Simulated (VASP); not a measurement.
# Cs (Im-3m) in VASP: notebook

Cs is run at these levels: PBE; tasks: single point.

All numbers are computed with VASP 6.6.1; they aren't measurements. Logs are shortened: lines on timing, memory, paths and dates and some standing lists are left out, and cuts for length are marked.

### Step 1. The cell of the first run

Symmetry: Im-3m, No. 229, cubic system. The conventional cell has a = 5.898 Å, b = 5.898 Å, c = 5.898 Å, α = 90.00°, β = 90.00°, γ = 90.00°.

### Step 2. Single point, PBE (102.56 Å³/atom)

Contents of INCAR:

```
SYSTEM = Cs
  ALGO = Normal
  EDIFF = 1E-7
  ENCUT = 520
  GGA = PE
  ISIF = 2
  ISMEAR = -1
  LASPH = .True.
  LCHARG = .False.
  LREAL = .False.
  LWAVE = .False.
  NBANDS = 10
  NELM = 100
  PREC = Accurate
  SIGMA = 0.1
```

Contents of KPOINTS:

```
k-points
0
Gamma
  12 12 12
  0 0 0
```

Contents of POSCAR:

```
Cs
1.0
   -2.9487878047      2.9487878047      2.9487878047
    2.9487878047     -2.9487878047      2.9487878047
    2.9487878047      2.9487878047     -2.9487878047
Cs
1
Direct
    0.0000000000      0.0000000000      0.0000000000
```

Potentials or basis: VASP PAW PBE potentials, release 64 (Cs_sv).

Run with:

```
$ cat potpaw_PBE.64/Cs_sv/POTCAR > POTCAR
$ mpirun -np 1 vasp_std > vasp.out
```

OUTCAR:

```text
SYSTEM = Cs
   EDIFF = 1E-7
   ENCUT = 520
   GGA = PE
   ISIF = 2
   ISMEAR = -1
   LASPH = .True.
   LREAL = .False.
   NELM = 100
   PREC = Accurate

 ion  position               nearest neighbor table
   1  0.000  0.000  0.000-

  LATTYP: Found a body centered cubic cell.
 ALAT       =     5.8975756094

  Lattice vectors:

 A1 = (  -2.9487878047,   2.9487878047,   2.9487878047)
 A2 = (   2.9487878047,  -2.9487878047,   2.9487878047)
 A3 = (   2.9487878047,   2.9487878047,  -2.9487878047)

Analysis of symmetry for initial positions (statically):
=====================================================================
 Subroutine PRICEL returns:
 Original cell was already a primitive cell.

 Routine SETGRP: Setting up the symmetry group for a
 body centered cubic supercell.

 Subroutine GETGRP returns: Found 48 space group operations
 (whereof 48 operations were pure point group operations)
 out of a pool of 48 trial point group operations.

The static configuration has the point symmetry O_h .

Analysis of symmetry for dynamics (positions and initial velocities):
=====================================================================
 Subroutine PRICEL returns:
 Original cell was already a primitive cell.

 Routine SETGRP: Setting up the symmetry group for a
 body centered cubic supercell.

 Subroutine GETGRP returns: Found 48 space group operations
 (whereof 48 operations were pure point group operations)
 out of a pool of 48 trial point group operations.

The dynamic configuration has the point symmetry O_h .

 Subroutine INISYM returns: Found 48 space group operations
 (whereof 48 operations are pure point group operations),
 and found     1 'primitive' translations

----------------------------------------------------------------------------------------

                                     Primitive cell

  volume of cell :     102.5630

  direct lattice vectors                    reciprocal lattice vectors
    -2.948787805  2.948787805  2.948787805     0.000000000  0.169561200  0.169561200
     2.948787805 -2.948787805  2.948787805     0.169561200  0.000000000  0.169561200
     2.948787805  2.948787805 -2.948787805     0.169561200  0.169561200  0.000000000

  length of vectors
     5.107450298  5.107450298  5.107450298     0.239795749  0.239795749  0.239795749

  position of ions in fractional coordinates (direct lattice)
     0.000000000  0.000000000  0.000000000

  ion indices of the primitive-cell ions
   primitive index   ion index
                 1           1

----------------------------------------------------------------------------------------

 KPOINTS: k-points

Automatic generation of k-mesh.
 Grid dimensions read from file:
 generate k-points for:   12   12   12

 Generating k-lattice:

  Cartesian coordinates                     Fractional coordinates (reciprocal lattice)
     0.000000000  0.014130100  0.014130100     0.083333333  0.000000000  0.000000000
     0.014130100  0.000000000  0.014130100     0.000000000  0.083333333  0.000000000
     0.014130100  0.014130100  0.000000000     0.000000000  0.000000000  0.083333333

  Length of vectors
     0.019982979  0.019982979  0.019982979

  Shift w.r.t. Gamma in fractional coordinates (k-lattice)
     0.000000000  0.000000000  0.000000000

 Subroutine IBZKPT returns following result:
 ===========================================

 Found     72 irreducible k-points:

 Following reciprocal coordinates:
            Coordinates               Weight
  0.000000  0.000000  0.000000      1.000000
  0.083333  0.000000  0.000000     12.000000
  0.166667  0.000000  0.000000     12.000000
  0.250000  0.000000  0.000000     12.000000
  0.333333  0.000000  0.000000     12.000000
  0.416667  0.000000  0.000000     12.000000
[... 16 lines left out ...]
  0.333333  0.083333  0.083333     24.000000
  0.416667  0.083333  0.083333     12.000000
 [... further k-points ...]
   k-points           NKPTS =     72   k-points in BZ     NKDIM =     72   number of bands    NBANDS=     10
   number of dos      NEDOS =    301   number of ions     NIONS =      1
   total plane-waves  NPLWV =  64000
   dimension x,y,z NGX =    40 NGY =   40 NGZ =   40
   dimension x,y,z NGXF=    80 NGYF=   80 NGZF=   80
   ions per type =               1
   NGX,Y,Z   is equivalent  to a cutoff of  13.02, 13.02, 13.02 a.u.
   NGXF,Y,Z  is equivalent  to a cutoff of  26.04, 26.04, 26.04 a.u.
 SYSTEM =  Cs
   PREC   = accura    normal or accurate (medium, high low for compatibility)
   ISTART =      0    job   : 0-new  1-cont  2-samecut
   ICHARG =      2    charge: 1-file 2-atom 10-const
   ISPIN  =      1    spin polarized calculation?
   LNONCOLLINEAR =      F non collinear calculations
   LSORBIT =      F    spin-orbit coupling
   LASPH  =      T    aspherical Exc in radial PAW
   ENCUT  =  520.0 eV  38.22 Ry    6.18 a.u.   9.50  9.50  9.50*2*pi/ulx,y,z
   NELM   =    100;   NELMIN=  2; NELMDL= -5     # of ELM steps
   EDIFF  = 0.1E-06   stopping-criterion for ELM
   LREAL  =      F    real-space projection
   EDIFFG = 0.1E-05   stopping-criterion for IOM
   NSW    =      0    number of steps for IOM
   IBRION =     -1    ionic relax: 0-MD 1-quasi-New 2-CG
   NFREE  =      0    steps in history (QN), initial steepest desc. (CG)
   ISIF   =      2    stress and relaxation
   ISYM   =      2    0-nonsym 1-usesym 2-fastsym
   POTIM  = 0.5000    time-step for ionic-motion
   TEBEG  =    0.0;   TEEND  =   0.0 temperature during run
   PSTRESS=    0.0 pullay stress
   NELECT =       9.0000    total number of electrons
   NUPDOWN=      -1.0000    fix difference up-down
   EMIN   =  10.00;   EMAX   =-10.00  energy-range for DOS
   EFERMI =   0.00;   METHOD = LEGACY
   ISMEAR =    -1;   SIGMA  =   0.10  broadening in eV -4-tet -1-fermi 0-gaus
   EFERMI_NEDOS =   21; number of points for ismear=-14 and -15
   IALGO  =     38    algorithm
   IMIX   =      4    mixing-type and parameters
     AMIX     =   0.40;   BMIX     =  1.00
     AMIX_MAG =   1.60;   BMIX_MAG =  1.00
  volume/ion in A,a.u.               =     102.56       692.13
  Fermi-wavevector in a.u.,A,eV,Ry     =   0.727487  1.374752  7.200719  0.529238
  Thomas-Fermi vector in A             =   1.818723
   LORBIT       =      0    0 simple, 1 ext, 2 COOP (PROOUT), +10 PAW based schemes
   GGA     = PE    functional components
   LHFCALC =     F    Hartree Fock is set to
   AEXX    =    0.0000 exact exchange contribution
   IVDW    =     0    specifies the selected vdW correction
   LEPSILON=     F    determine dielectric tensor
   LRPA    =     F    only Hartree local field effects (RPA)
 non-spin polarized calculation
  energy-cutoff  :      520.00
  volume of cell :      102.56
 maximum number of plane-waves:      2799
 NGX is ok and might be reduce to    40
   NGX = 19   NGY = 19   NGZ = 19

 number of electron       9.0000002 magnetization

 Free energy of the ion-electron system (eV)
  ---------------------------------------------------
  ext. energy  EPLUGINS =         0.00000000
  ---------------------------------------------------
  free energy    TOTEN  =        -0.85832216 eV

  energy without entropy =       -0.81671618  energy(sigma->0) =       -0.83751917

 E-fermi :   0.7521     XC(G=0):  -5.7028

 val. band max:        0.7412755394   @ k =   0.5000   0.0000   0.0000
 cond. band min:       0.7568349374   @ k =   0.4167   0.0833   0.0000
 fundamental gap:      0.0155593980
 Fermi energy:         0.7520829159

 k-point     1 :       0.0000    0.0000    0.0000
  band No.  band energies     occupation
      1     -23.0418      2.00000
      2      -9.7632      2.00000
      3      -9.7632      2.00000
      4      -9.7632      2.00000
      5      -1.0363      2.00000
      6       3.3182      0.00000
      7       3.3182      0.00000
      8       3.3182      0.00000
      9       4.2617      0.00000
     10       4.2617      0.00000

 k-point     2 :       0.0833    0.0000    0.0000
  band No.  band energies     occupation
      1     -23.0410      2.00000
      2      -9.7774      2.00000
      3      -9.7676      2.00000
      4      -9.7632      2.00000
      5      -0.9496      2.00000
      6       3.2236      0.00000
      7       3.2423      0.00000
      8       3.4058      0.00000
      9       4.1100      0.00000
     10       4.2441      0.00000

 k-point     3 :       0.1667    0.0000    0.0000
  band No.  band energies     occupation
      1     -23.0389      2.00000
      2      -9.8156      2.00000
      3      -9.7797      2.00000
      4      -9.7634      2.00000
      5      -0.6998      2.00000
      6       2.9397      0.00000
      7       3.0035      0.00000
      8       3.6659      0.00000
      9       4.0134      0.00000
     10       4.2240      0.00000

 k-point     4 :       0.2500    0.0000    0.0000
  band No.  band energies     occupation
      1     -23.0360      2.00000
      2      -9.8666      2.00000
      3      -9.7962      2.00000
      4      -9.7636      2.00000
      5      -0.3188      1.99996
      6       2.5163      0.00000
      7       2.7604      0.00000
      8       4.0892      0.00000
      9       4.1037      0.00000
     10       4.2577      0.00000
[... 222 lines left out ...]
 k-point    22 :       0.2500    0.0833    0.0833
  band No.  band energies     occupation
      1     -23.0326      2.00000
      2      -9.9177      2.00000
      3      -9.8133      2.00000
      4      -9.7758      2.00000
      5       0.2856      1.98134
      6       2.1042      0.00000
      7       2.3730      0.00000
      8       4.3143      0.00000
      9       4.5144      0.00000
     10       4.7689      0.00000

 k-point    23 :       0.3333    0.0833    0.0833
  band No.  band energies     occupation
      1     -23.0307      2.00000
      2      -9.9422      2.00000
      3      -9.8307      2.00000
      4      -9.7767      2.00000
      5       0.7193      1.16261
      6       1.8581      0.00003
      7       2.2670      0.00000
      8       4.2803      0.00000
      9       4.6873      0.00000
     10       5.1437      0.00000

 k-point    24 :       0.4167    0.0833    0.0833
  band No.  band energies     occupation
      1     -23.0301      2.00000
      2      -9.9509      2.00000
      3      -9.8373      2.00000
      4      -9.7771      2.00000
      5       0.9273      0.29547
      6       1.7478      0.00009
      7       2.2315      0.00000
      8       4.1947      0.00000
      9       4.7925      0.00000
     10       5.3069      0.00000

 [... further k-points ...]
[... 5 lines left out ...]
  --------------------------------------------------------------------------------------
  -------------------------------------------------------------------------------------
  Total        0.1976037      0.1976037      0.1976037     -0.0000000      0.0000000      0.0000000
  in kB        3.0868464      3.0868464      3.0868464     -0.0000000      0.0000000      0.0000000
  external PRESSURE =       3.0868464 kB  Pullay stress =       0.0000000 kB

 VOLUME and BASIS-vectors are now :
 -----------------------------------------------------------------------------
  energy-cutoff  :      520.00
  volume of cell :      102.56
      direct lattice vectors                 reciprocal lattice vectors
    -2.948787805  2.948787805  2.948787805     0.000000000  0.169561200  0.169561200
     2.948787805 -2.948787805  2.948787805     0.169561200  0.000000000  0.169561200
     2.948787805  2.948787805 -2.948787805     0.169561200  0.169561200  0.000000000

 POSITION                                       TOTAL-FORCE (eV/Angst)
 -----------------------------------------------------------------------------------
      0.00000      0.00000      0.00000        -0.000000      0.000000      0.000000
 -----------------------------------------------------------------------------------
    total drift:                                0.000000     -0.000000     -0.000000

  FREE ENERGIE OF THE ION-ELECTRON SYSTEM (eV)
  ---------------------------------------------------
  free  energy   TOTEN  =        -0.8583221572 eV

  energy  without entropy=       -0.8167161819  energy(sigma->0) =       -0.83751917
```

Run time: 1.7 min. Hardware: 1 thread of AMD EPYC 7R13, shared host; peak memory 0.23 GiB.

Results:

```
Free energy            : -0.8583 eV
Pressure               : 0.3 GPa
Band gap on the k mesh : zero (an odd number of electrons rules out a gap without spin polarisation)
```

Caveat: spin-orbit coupling is left out, which moves the levels of the heavy elements.

### Step 3. Single point, PBE (107.22 Å³/atom)

This run uses another cell than the first one, of 107.22 Å³/atom.

Contents of INCAR:

```
SYSTEM = Cs
ALGO = Normal ; EDIFF = 1E-6
ENCUT = 520 ; GGA = PE
ISIF = 2 ; ISMEAR = -1
LASPH = .TRUE. ; LCHARG = .FALSE.
LREAL = .FALSE. ; LWAVE = .FALSE.
NBANDS = 10 ; NELM = 100
PREC = Accurate ; SIGMA = 0.1
```

Contents of KPOINTS:

```
k-points
0
G
  12 12 12
  0 0 0
```

Contents of POSCAR:

```
Cs
1.0
   -2.9928060526      2.9928060526      2.9928060526
    2.9928060526     -2.9928060526      2.9928060526
    2.9928060526      2.9928060526     -2.9928060526
Cs
1
Direct
    0.0000000000      0.0000000000      0.0000000000
```

Potentials or basis: VASP PAW PBE potentials, release 64 (Cs_sv).

Run with:

```
$ cat potpaw_PBE.64/Cs_sv/POTCAR > POTCAR
$ mpirun -np 1 vasp_std > vasp.out
```

It took 1.7 min on 1 thread of AMD EPYC 7R13, shared host; peak memory 0.23 GiB.

It converged, with:

- Free energy: -0.8657 eV
- Pressure: 0.2 GPa
- Band gap on the k mesh: zero (an odd number of electrons rules out a gap without spin polarisation)

Levels at points of the mesh, in eV from the Fermi level:
| k point | band 2 | band 3 | band 4 | band 5 | band 6 | band 7 |
| --- | --- | --- | --- | --- | --- | --- |
| (0.00, 0.00, 0.00) | -10.54 | -10.54 | -10.54 | -1.74 | 2.54 | 2.54 |
| (0.50, 0.00, 0.00) | -10.72 | -10.60 | -10.55 | 0.01 | 0.96 | 1.64 |
| (0.50, 0.50, 0.50) | -10.67 | -10.67 | -10.67 | 0.59 | 0.59 | 3.21 |

Caveat: spin-orbit coupling is left out, which moves the levels of the heavy elements.

### Step 4. Single point, PBE (111.89 Å³/atom)

This run uses another cell than the first one, of 111.89 Å³/atom.

Contents of INCAR:

```
PREC = Accurate
ENCUT = 520
EDIFF = 1E-7
ISMEAR = -1
SIGMA = 0.1
LREAL = F
LASPH = T
NELM = 100
ALGO = Normal
ISIF = 2
LWAVE = F
LCHARG = F
GGA = PE
NBANDS = 10
```

Contents of KPOINTS:

```
Automatic mesh
0
Gamma
  12 12 12
```

Contents of POSCAR:

```
Cs
1.0
   -3.0355662019      3.0355662019      3.0355662019
    3.0355662019     -3.0355662019      3.0355662019
    3.0355662019      3.0355662019     -3.0355662019
Cs
1
Direct
    0.0000000000      0.0000000000      0.0000000000
```

Run with:

```
$ cat potpaw_PBE.64/Cs_sv/POTCAR > POTCAR
$ mpirun -np 1 vasp_std > vasp.out
```

Run time: 1.7 min. Hardware: 1 thread of AMD EPYC 7R13, shared host; peak memory 0.24 GiB.

It converged, with:

* Free energy: -0.8698 eV
* Pressure: 0.1 GPa
* Band gap on the k mesh: zero (an odd number of electrons rules out a gap without spin polarisation)

Levels at points of the mesh, in eV from the Fermi level:
| k point | band 1 | band 2 | band 3 | band 4 | band 5 | band 6 | band 7 | band 8 |
| --- | --- | --- | --- | --- | --- | --- | --- | --- |
| (0.00, 0.00, 0.00) | -23.84 | -10.57 | -10.57 | -10.57 | -1.70 | 2.52 | 2.52 | 2.52 |
| (0.50, 0.00, 0.00) | -23.83 | -10.72 | -10.62 | -10.57 | 0.03 | 0.91 | 1.65 | 3.24 |
| (0.50, 0.50, 0.50) | -23.82 | -10.68 | -10.68 | -10.68 | 0.63 | 0.63 | 3.09 | 3.09 |

Caveat: spin-orbit coupling is left out, which moves the levels of the heavy elements.

### Step 5. Summary

| cell | gap on the mesh (eV) | pressure (GPa) |
| --- | --- | --- |
| a = 5.107 Å, angles 109.5°, 1 atom | none | 0.3 |
| a = 5.184 Å, angles 109.5°, 1 atom | none | 0.2 |
| a = 5.258 Å, angles 109.5°, 1 atom | none | 0.1 |

Alike in all rows: task single point; level PBE; potentials or basis VASP PAW PBE potentials, release 64 (Cs_sv); no spin polarisation; k mesh 12 × 12 × 12; cutoff (eV) 520; smearing fermi-dirac 0.1 eV.

Caveats: spin-orbit coupling is left out, which moves the levels of the heavy elements.

Total energies depend on the potentials used, so only differences within one code and one set of settings carry meaning.

The gap in the log of VASP goes by the Fermi energy; the results here count the filled bands.